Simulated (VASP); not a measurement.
Input of a VASP 6.6.1 run:

Contents of INCAR:

```
SYSTEM = CoO
AGGAC    = 1.0          
AGGAX    = 1.0          
ALDAC    = 0.0          
ALDAX    = 1.0          
ALGO     = Normal         ! electronic algorithm
EDIFF    = 1E-6           ! SCF threshold, eV
ENCUT    = 520            ! plane-wave cutoff, eV
GGA      = B5             ! functional
ISIF     = 2              ! what is computed and relaxed
ISMEAR   = 0              ! smearing method
ISPIN    = 2              ! spin polarisation
LASPH    = .True.         ! aspherical terms in the spheres
LCHARG   = .False.        ! write CHGCAR
LDAU     = .True.         ! DFT+U
LDAUJ    = 0 0          
LDAUL    = 2 -1           ! shell
LDAUPRINT= 1            
LDAUTYPE = 2            
LDAUU    = 3.3 0          ! U, eV
LMAXMIX  = 4              ! l up to which the mixer works
LORBIT   = 11             ! projections on sites
LREAL    = .False.        ! projectors in reciprocal space
LWAVE    = .False.        ! write WAVECAR
MAGMOM   = 2.89 0.25      ! initial moments
NBANDS   = 18             ! bands
NELM     = 150            ! most SCF steps
PREC     = Accurate       ! precision mode
SIGMA    = 0.05           ! smearing width, eV
```

The input KPOINTS:

```
k-points
0
Gamma
  10 10 10
  0 0 0
```

POSCAR

```
CoO
1.0
    0.0000000000      2.2025483011      2.2025483011
    2.2025483011      0.0000000000      2.2025483011
    2.2025483011      2.2025483011      0.0000000000
Co O
1 1
Direct
    0.0000000000      0.0000000000      0.0000000000
    0.5000000000      0.5000000000      0.5000000000
```

Potentials or basis: VASP PAW PBE potentials, release 64 (Co, O).

Command:

```sh
$ cat potpaw_PBE.64/Co/POTCAR potpaw_PBE.64/O/POTCAR > POTCAR
$ mpirun -np 1 vasp_std > vasp.out
```

Problem. Predict the pressure.

Solution. -9.6 GPa.

Problem. Predict the net moment.

Solution. 3.00 μB per cell.

Eigenvalues of the final occupation matrices:
```tsv
site	spin	trace	eigenvalues
site 1 d	1	4.91	0.97 0.97 0.97 1.00 1.00
site 1 d	2	2.23	0.12 0.12 0.66 0.66 0.66
```

Caveat: the cell stands under tension; the PAW data sets were made with another functional, which shifts forces and pressure a little; a cell with one magnetic atom can't hold antiferromagnetic order, which such compounds often take. The state reached can hang on the start; a lower one may exist.
